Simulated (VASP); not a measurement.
# Ti2O (P-3m1) in VASP: further runs

Runs on Ti2O. Level: r2SCAN. Tasks: single point.

Program: VASP 6.6.1. These are calculated values, not measurements. Logs are shortened: lines on timing, memory, paths and dates and some standing lists are left out, and cuts for length are marked.

## Step 1: The cell of the first run

Symmetry: P-3m1, No. 164, trigonal system. The conventional cell has a = 3.012 Å, b = 3.012 Å, c = 4.900 Å, α = 90.00°, β = 90.00°, γ = 120.00°. Ti (site symmetry 3m) has 3 O at 2.18 Å and 12 Ti at 2.87 to 3.14 Å within 3.2 Å. O (site symmetry -3m) has 6 Ti at 2.18 Å and 6 O at 3.01 Å within 3.1 Å.

## Step 2: Single point, r2SCAN (12.83 Å³/atom)

The input, POSCAR:

```
Ti2O
1.0
    3.0120131750      0.0000000000      0.0000000000
   -1.5060065875      2.6084799261      0.0000000000
    0.0000000000      0.0000000000      4.8996493456
Ti O
2 1
Direct
    0.6666666667      0.3333333333      0.2673890423
    0.3333333333      0.6666666667      0.7326109577
    0.0000000000      0.0000000000      0.0000000000
```

The input, INCAR.step1:

```
PREC     = Accurate       # precision mode
ENCUT    = 520            # plane-wave cutoff, eV
ISMEAR   = 0              # smearing method
SIGMA    = 0.1            # smearing width, eV
LREAL    = False          # projectors in reciprocal space
LASPH    = True           # aspherical terms in the spheres
NELM     = 80             # most SCF steps
NBANDS   = 22             # bands
GGA      = PE             # functional
ALGO     = Normal         # electronic algorithm
EDIFF    = 1E-4           # SCF threshold, eV
LWAVE    = True           # write WAVECAR
LCHARG   = False          # write CHGCAR
```

The input, INCAR.step2:

```
PREC     = Accurate       # precision mode
ENCUT    = 520            # plane-wave cutoff, eV
EDIFF    = 1E-6           # SCF threshold, eV
ISMEAR   = 0              # smearing method
SIGMA    = 0.1            # smearing width, eV
LREAL    = False          # projectors in reciprocal space
LASPH    = True           # aspherical terms in the spheres
NELM     = 80             # most SCF steps
ALGO     = Normal         # electronic algorithm
ISIF     = 2              # what is computed and relaxed
LWAVE    = False          # write WAVECAR
LCHARG   = True           # write CHGCAR
METAGGA  = R2SCAN         # meta-GGA
LMIXTAU  = True         
LELF     = True           # ELF
LVHAR    = True         
NBANDS   = 22             # bands
ISTART   = 1
```

The input, KPOINTS:

```
Automatic mesh
0
Gamma
  18 18 10
```

Potentials or basis: VASP PAW PBE potentials, release 64 (Ti_sv, O).

Run with:

```console
$ cat potpaw_PBE.64/Ti_sv/POTCAR potpaw_PBE.64/O/POTCAR > POTCAR
$ cp INCAR.step1 INCAR
$ mpirun -np 1 vasp_std > vasp.out
$ cp INCAR.step2 INCAR
$ mpirun -np 1 vasp_std > vasp.out
```

OUTCAR:

```text
PREC = Accurate
   ENCUT = 520
   EDIFF = 1E-6
   ISMEAR = 0
   LREAL = False
   LASPH = True
   NELM = 80
   ISIF = 2
   METAGGA = R2SCAN
   ISTART = 1

 ion  position               nearest neighbor table
   1  0.667  0.333  0.267-   3 2.18   3 2.18   3 2.18   2 2.87   2 2.87   2 2.87
   2  0.333  0.667  0.733-   3 2.18   3 2.18   3 2.18   1 2.87   1 2.87   1 2.87
   3  0.000  0.000  0.000-   1 2.18   2 2.18   1 2.18   2 2.18   1 2.18   2 2.18

  LATTYP: Found a hexagonal cell.
 ALAT       =     3.0120131750
 C/A-ratio  =     1.6267024946

  Lattice vectors:

 A1 = (   3.0120131750,   0.0000000000,   0.0000000000)
 A2 = (  -1.5060065875,   2.6084799261,   0.0000000000)
 A3 = (   0.0000000000,   0.0000000000,   4.8996493456)

Analysis of symmetry for initial positions (statically):
=====================================================================
 Subroutine PRICEL returns:
 Original cell was already a primitive cell.

 Routine SETGRP: Setting up the symmetry group for a
 hexagonal supercell.

 Subroutine GETGRP returns: Found 12 space group operations
 (whereof 12 operations were pure point group operations)
 out of a pool of 24 trial point group operations.

The static configuration has the point symmetry D_3d.

Analysis of symmetry for dynamics (positions and initial velocities):
=====================================================================
 Subroutine PRICEL returns:
 Original cell was already a primitive cell.

 Routine SETGRP: Setting up the symmetry group for a
 hexagonal supercell.

 Subroutine GETGRP returns: Found 12 space group operations
 (whereof 12 operations were pure point group operations)
 out of a pool of 24 trial point group operations.

The dynamic configuration has the point symmetry D_3d.

 Subroutine INISYM returns: Found 12 space group operations
 (whereof 12 operations are pure point group operations),
 and found     1 'primitive' translations

----------------------------------------------------------------------------------------

                                     Primitive cell

  volume of cell :      38.4954

  direct lattice vectors                    reciprocal lattice vectors
     3.012013175  0.000000000  0.000000000     0.332003860  0.191682518  0.000000000
    -1.506006587  2.608479926  0.000000000     0.000000000  0.383365036  0.000000000
     0.000000000  0.000000000  4.899649346     0.000000000  0.000000000  0.204096238

  length of vectors
     3.012013175  3.012013175  4.899649346     0.383365036  0.383365036  0.204096238

  position of ions in fractional coordinates (direct lattice)
     0.666666667  0.333333333  0.267389042
     0.333333333  0.666666667  0.732610958
     0.000000000  0.000000000  0.000000000

  ion indices of the primitive-cell ions
   primitive index   ion index
                 1           1
                 2           2
                 3           3

----------------------------------------------------------------------------------------

 KPOINTS: Automatic mesh

Automatic generation of k-mesh.
 Grid dimensions read from file:
 generate k-points for:   18   18   10

 Generating k-lattice:

  Cartesian coordinates                     Fractional coordinates (reciprocal lattice)
     0.018444659  0.010649029  0.000000000     0.055555556  0.000000000  0.000000000
     0.000000000  0.021298058  0.000000000     0.000000000  0.055555556  0.000000000
     0.000000000  0.000000000  0.020409624     0.000000000  0.000000000  0.100000000

  Length of vectors
     0.021298058  0.021298058  0.020409624

  Shift w.r.t. Gamma in fractional coordinates (k-lattice)
     0.000000000  0.000000000  0.000000000

 Subroutine IBZKPT returns following result:
 ===========================================

 Found    330 irreducible k-points:

 Following reciprocal coordinates:
            Coordinates               Weight
  0.000000  0.000000  0.000000      1.000000
  0.055556  0.000000  0.000000      6.000000
  0.111111  0.000000  0.000000      6.000000
  0.166667  0.000000  0.000000      6.000000
  0.222222 -0.000000  0.000000      6.000000
  0.277778  0.000000  0.000000      6.000000
[... 16 lines left out ...]
  0.333333  0.111111  0.000000     12.000000
  0.388889  0.111111  0.000000     12.000000
 [... further k-points ...]
   k-points           NKPTS =    330   k-points in BZ     NKDIM =    330   number of bands    NBANDS=     22
   number of dos      NEDOS =    301   number of ions     NIONS =      3
   total plane-waves  NPLWV =  20736
   dimension x,y,z NGX =    24 NGY =   24 NGZ =   36
   dimension x,y,z NGXF=    48 NGYF=   48 NGZF=   72
   ions per type =               2   1
   NGX,Y,Z   is equivalent  to a cutoff of  13.25, 13.25, 12.21 a.u.
   NGXF,Y,Z  is equivalent  to a cutoff of  26.49, 26.49, 24.43 a.u.
 SYSTEM =  unknown system
   PREC   = accura    normal or accurate (medium, high low for compatibility)
   ISTART =      1    job   : 0-new  1-cont  2-samecut
   ICHARG =      0    charge: 1-file 2-atom 10-const
   ISPIN  =      1    spin polarized calculation?
   LNONCOLLINEAR =      F non collinear calculations
   LSORBIT =      F    spin-orbit coupling
   LASPH  =      T    aspherical Exc in radial PAW
   ENCUT  =  520.0 eV  38.22 Ry    6.18 a.u.   5.60  5.60  9.11*2*pi/ulx,y,z
   NELM   =     80;   NELMIN=  2; NELMDL=  0     # of ELM steps
   EDIFF  = 0.1E-05   stopping-criterion for ELM
   LREAL  =      F    real-space projection
   EDIFFG = 0.1E-04   stopping-criterion for IOM
   NSW    =      0    number of steps for IOM
   IBRION =     -1    ionic relax: 0-MD 1-quasi-New 2-CG
   NFREE  =      0    steps in history (QN), initial steepest desc. (CG)
   ISIF   =      2    stress and relaxation
   ISYM   =      2    0-nonsym 1-usesym 2-fastsym
   POTIM  = 0.5000    time-step for ionic-motion
   TEBEG  =    0.0;   TEEND  =   0.0 temperature during run
   PSTRESS=    0.0 pullay stress
   NELECT =      30.0000    total number of electrons
   NUPDOWN=      -1.0000    fix difference up-down
   EMIN   =  10.00;   EMAX   =-10.00  energy-range for DOS
   EFERMI =   0.00;   METHOD = LEGACY
   ISMEAR =     0;   SIGMA  =   0.10  broadening in eV -4-tet -1-fermi 0-gaus
   EFERMI_NEDOS =   21; number of points for ismear=-14 and -15
   IALGO  =     38    algorithm
   IMIX   =      4    mixing-type and parameters
     AMIX     =   0.40;   BMIX     =  1.00
     AMIX_MAG =   1.60;   BMIX_MAG =  1.00
  volume/ion in A,a.u.               =      12.83        86.59
  Fermi-wavevector in a.u.,A,eV,Ry     =   1.506534  2.846936 30.880370  2.269643
  Thomas-Fermi vector in A             =   2.617238
   LORBIT       =      0    0 simple, 1 ext, 2 COOP (PROOUT), +10 PAW based schemes
   METAGGA = R2SCAN    functional components
   LHFCALC =     F    Hartree Fock is set to
   AEXX    =    0.0000 exact exchange contribution
   IVDW    =     0    specifies the selected vdW correction
   LEPSILON=     F    determine dielectric tensor
   LRPA    =     F    only Hartree local field effects (RPA)
 non-spin polarized calculation
 Gauss-broadening in eV      SIGMA  =   0.10
  energy-cutoff  :      520.00
  volume of cell :       38.50
 maximum number of plane-waves:      1057
 NGX is ok and might be reduce to    24
   NGX = 11   NGY = 11   NGZ = 19

 number of electron      30.0000008 magnetization

 Free energy of the ion-electron system (eV)
  ---------------------------------------------------
  ext. energy  EPLUGINS =         0.00000000
  ---------------------------------------------------
  free energy    TOTEN  =       -37.80539214 eV

  energy without entropy =      -37.80009811  energy(sigma->0) =      -37.80274513

 E-fermi :   9.3962     XC(G=0): -12.8153

 val. band max:        9.3961614793   @ k =   0.1667   0.0000   0.0000
 cond. band min:       9.4005885438   @ k =   0.0000   0.1111   0.3000
 fundamental gap:      0.0044270645
 Fermi energy:         9.3961836064

 k-point     1 :       0.0000    0.0000    0.0000
  band No.  band energies     occupation
      1     -50.3975      2.00000
      2     -50.2969      2.00000
      3     -25.9296      2.00000
      4     -25.3811      2.00000
      5     -25.3811      2.00000
      6     -25.3195      2.00000
[... 14 lines left out ...]
     21      10.5902      0.00000
     22      13.1176      0.00000

 k-point     2 :       0.0556    0.0000    0.0000
  band No.  band energies     occupation
      1     -50.3951      2.00000
      2     -50.2959      2.00000
      3     -25.9226      2.00000
      4     -25.3959      2.00000
      5     -25.3854      2.00000
      6     -25.3240      2.00000
[... 14 lines left out ...]
     21      10.7650      0.00000
     22      12.9155      0.00000

 k-point     3 :       0.1111    0.0000    0.0000
  band No.  band energies     occupation
      1     -50.3881      2.00000
      2     -50.2930      2.00000
      3     -25.9020      2.00000
      4     -25.4357      2.00000
      5     -25.3975      2.00000
      6     -25.3623      2.00000
[... 14 lines left out ...]
     21      11.0321      0.00000
     22      12.5757      0.00000

 k-point     4 :       0.1667    0.0000    0.0000
  band No.  band energies     occupation
      1     -50.3772      2.00000
      2     -50.2887      2.00000
      3     -25.8694      2.00000
      4     -25.4949      2.00000
      5     -25.4189      2.00000
      6     -25.4152      2.00000
[... 14 lines left out ...]
     21      11.3129      0.00000
     22      12.2923      0.00000

 k-point     5 :       0.2222   -0.0000    0.0000
  band No.  band energies     occupation
      1     -50.3635      2.00000
      2     -50.2838      2.00000
      3     -25.8276      2.00000
      4     -25.5678      2.00000
      5     -25.4841      2.00000
      6     -25.4361      2.00000
[... 417 lines left out ...]
 k-point    22 :       0.2778    0.1111    0.0000
  band No.  band energies     occupation
      1     -50.3290      2.00000
      2     -50.2749      2.00000
      3     -25.7227      2.00000
      4     -25.7134      2.00000
      5     -25.6201      2.00000
      6     -25.4839      2.00000
[... 14 lines left out ...]
     21      12.2354      0.00000
     22      12.6804      0.00000

 k-point    23 :       0.3333    0.1111    0.0000
  band No.  band energies     occupation
      1     -50.3160      2.00000
      2     -50.2736      2.00000
      3     -25.7724      2.00000
      4     -25.6979      2.00000
      5     -25.6263      2.00000
      6     -25.5100      2.00000
[... 14 lines left out ...]
     21      12.3706      0.00000
     22      12.6043      0.00000

 k-point    24 :       0.3889    0.1111    0.0000
  band No.  band energies     occupation
      1     -50.3064      2.00000
      2     -50.2738      2.00000
      3     -25.8092      2.00000
      4     -25.7041      2.00000
      5     -25.5993      2.00000
      6     -25.5299      2.00000
[... 14 lines left out ...]
     21      12.3902      0.00000
     22      12.5552      0.00000

 [... further k-points ...]

------------------------ aborting loop because EDIFF is reached ----------------------------------------

  FORCE on cell =-STRESS in cart. coord.  units (eV):
  Direction    XX          YY          ZZ          XY          YZ          ZX
  --------------------------------------------------------------------------------------
  -------------------------------------------------------------------------------------
  Total       -2.2867853     -2.2867853     -2.2874342      0.0000000      0.0000000      0.0000000
  in kB      -95.1758159    -95.1758159    -95.2028241      0.0000000      0.0000000      0.0000000
  external PRESSURE =     -95.1848186 kB  Pullay stress =       0.0000000 kB

 VOLUME and BASIS-vectors are now :
 -----------------------------------------------------------------------------
  energy-cutoff  :      520.00
  volume of cell :       38.50
      direct lattice vectors                 reciprocal lattice vectors
     3.012013175  0.000000000  0.000000000     0.332003860  0.191682518  0.000000000
    -1.506006587  2.608479926  0.000000000     0.000000000  0.383365036  0.000000000
     0.000000000  0.000000000  4.899649346     0.000000000  0.000000000  0.204096238

 POSITION                                       TOTAL-FORCE (eV/Angst)
 -----------------------------------------------------------------------------------
      1.50601      0.86949      1.31011        -0.000000      0.000000      0.052080
     -0.00000      1.73899      3.58954         0.000000     -0.000000     -0.052080
      0.00000      0.00000      0.00000         0.000000      0.000000      0.000000
 -----------------------------------------------------------------------------------
    total drift:                               -0.000000      0.000000     -0.000000

  FREE ENERGIE OF THE ION-ELECTRON SYSTEM (eV)
  ---------------------------------------------------
  free  energy   TOTEN  =       -37.8053921444 eV

  energy  without entropy=      -37.8000981068  energy(sigma->0) =      -37.80274513
```

It took 4.6 min on 1 thread of Intel Xeon 6975P-C (Granite Rapids), shared host; peak memory 0.35 GiB.

Results:

| Quantity | Value |
| --- | --- |
| Free energy | -37.8054 eV |
| Pressure | -9.5 GPa |
| Largest force | 0.052 eV/Å |
| Band gap on the k mesh | zero (bands 15 and 16 overlap by 0.88 eV) |

Forces on the atoms (eV/Å):
```
Ti   0.000  0.000  0.052
Ti   0.000  0.000 -0.052
O    0.000  0.000  0.000
```

Caveat: the cell stands under tension; the PAW data sets were made with another functional, which shifts forces and pressure a little.

## Step 3: Single point, r2SCAN (13.32 Å³/atom)

This run uses another cell than the first one, of 13.32 Å³/atom.

The input, POSCAR:

```
Ti2O
1.0
    3.0509798864      0.0000000000      0.0000000000
   -1.5254899432      2.6422260880      0.0000000000
    0.0000000000      0.0000000000      4.9554929780
Ti O
2 1
Direct
    0.6666666667      0.3333333333      0.2663462051
    0.3333333333      0.6666666667      0.7336537949
    0.0000000000      0.0000000000      0.0000000000
```

The input, INCAR.step1:

```
SYSTEM = Ti2O
PREC = Accurate ; ENCUT = 520
ISMEAR = 0 ; SIGMA = 0.1
LREAL = .FALSE. ; LASPH = .TRUE.
NELM = 80 ; NBANDS = 22
GGA = PE ; ALGO = Normal
EDIFF = 1E-4 ; LWAVE = .TRUE.
LCHARG = .FALSE.
```

The input, INCAR.step2:

```
SYSTEM = Ti2O
PREC = Accurate ; ENCUT = 520
EDIFF = 1E-6 ; ISMEAR = 0
SIGMA = 0.1 ; LREAL = .FALSE.
LASPH = .TRUE. ; NELM = 80
ALGO = Normal ; ISIF = 2
LWAVE = .FALSE. ; LCHARG = .FALSE.
METAGGA = R2SCAN ; LMIXTAU = .TRUE.
NBANDS = 22 ; ISTART = 1
```

The input, KPOINTS:

```
regular mesh
0
G
  18 18 10
  0 0 0
```

Potentials or basis: VASP PAW PBE potentials, release 64 (Ti_sv, O).

Run with:

```console
$ cat potpaw_PBE.64/Ti_sv/POTCAR potpaw_PBE.64/O/POTCAR > POTCAR
$ cp INCAR.step1 INCAR
$ mpirun -np 1 vasp_std > vasp.out
$ cp INCAR.step2 INCAR
$ mpirun -np 1 vasp_std > vasp.out
```

OUTCAR:

```text
SYSTEM = Ti2O
   PREC = Accurate
   ENCUT = 520
   EDIFF = 1E-6
   ISMEAR = 0
   LREAL = .FALSE.
   LASPH = .TRUE.
   NELM = 80
   ISIF = 2
   METAGGA = R2SCAN
   ISTART = 1

 ion  position               nearest neighbor table
   1  0.667  0.333  0.266-   3 2.20   3 2.20   3 2.20   2 2.91   2 2.91   2 2.91
   2  0.333  0.667  0.734-   3 2.20   3 2.20   3 2.20   1 2.91   1 2.91   1 2.91
   3  0.000  0.000  0.000-   1 2.20   2 2.20   2 2.20   1 2.20   1 2.20   2 2.20

  LATTYP: Found a hexagonal cell.
 ALAT       =     3.0509798864
[... 795 lines left out ...]

  FORCE on cell =-STRESS in cart. coord.  units (eV):
  Direction    XX          YY          ZZ          XY          YZ          ZX
  --------------------------------------------------------------------------------------
  -------------------------------------------------------------------------------------
  Total       -3.7091932     -3.7091932     -3.7070498      0.0000000      0.0000000     -0.0000000
  in kB     -148.7626319   -148.7626319   -148.6766666      0.0000000      0.0000000     -0.0000000
  external PRESSURE =    -148.7339768 kB  Pullay stress =       0.0000000 kB

 VOLUME and BASIS-vectors are now :
 -----------------------------------------------------------------------------
  energy-cutoff  :      520.00
  volume of cell :       39.95
      direct lattice vectors                 reciprocal lattice vectors
     3.050979886  0.000000000  0.000000000     0.327763550  0.189234374  0.000000000
    -1.525489943  2.642226088  0.000000000     0.000000000  0.378468748  0.000000000
     0.000000000  0.000000000  4.955492978     0.000000000  0.000000000  0.201796270

 POSITION                                       TOTAL-FORCE (eV/Angst)
 -----------------------------------------------------------------------------------
      1.52549      0.88074      1.31988         0.000000      0.000000      0.047990
     -0.00000      1.76148      3.63562         0.000000     -0.000000     -0.047990
      0.00000      0.00000      0.00000        -0.000000      0.000000      0.000000
 -----------------------------------------------------------------------------------
    total drift:                                0.000000     -0.000000     -0.000000

  FREE ENERGIE OF THE ION-ELECTRON SYSTEM (eV)
  ---------------------------------------------------
  free  energy   TOTEN  =       -37.6970987034 eV

  energy  without entropy=      -37.6914515605  energy(sigma->0) =      -37.69427513
```

OSZICAR.step1:

```text
N       E                     dE             d eps       ncg     rms          rms(c)
DAV:   1     0.345163134865E+03    0.34516E+03   -0.15263E+04 14544   0.168E+03
DAV:   2     0.124035357525E+02   -0.33276E+03   -0.31875E+03 15300   0.477E+02
DAV:   3    -0.273016706875E+02   -0.39705E+02   -0.38805E+02 22572   0.145E+02
DAV:   4    -0.304792913835E+02   -0.31776E+01   -0.31547E+01 19792   0.369E+01
DAV:   5    -0.306158032338E+02   -0.13651E+00   -0.13649E+00 19172   0.636E+00    0.157E+01
DAV:   6    -0.261856599904E+02    0.44301E+01   -0.25654E+01 19272   0.455E+01    0.509E+00
DAV:   7    -0.259607738756E+02    0.22489E+00   -0.22468E+00 20736   0.111E+01    0.266E+00
DAV:   8    -0.259411764342E+02    0.19597E-01   -0.22573E-01 19096   0.389E+00    0.986E-01
DAV:   9    -0.259417786826E+02   -0.60225E-03   -0.41084E-02 21348   0.195E+00    0.440E-01
DAV:  10    -0.259424732064E+02   -0.69452E-03   -0.71890E-03 17102   0.672E-01    0.663E-02
DAV:  11    -0.259424958898E+02   -0.22683E-04   -0.49738E-04 18592   0.265E-01
   1 F= -.25942496E+02 E0= -.25939453E+02  d E =-.608572E-02
```

Run time: 5.2 min. Hardware: 1 thread of Intel Xeon 6975P-C (Granite Rapids), shared host; peak memory 0.37 GiB.

What came out:

* Free energy: -37.6971 eV
* Pressure: -14.9 GPa
* Largest force: 0.048 eV/Å
* Band gap on the k mesh: zero (bands 15 and 16 overlap by 0.82 eV)

Forces on the atoms (eV/Å):
```
Ti   0.000  0.000  0.048
Ti   0.000  0.000 -0.048
O    0.000  0.000  0.000
```

Caveat: the cell stands under tension; the PAW data sets were made with another functional, which shifts forces and pressure a little.

[end of part 1 of 2]

The gap in the log of VASP goes by the Fermi energy; the results here count the filled bands.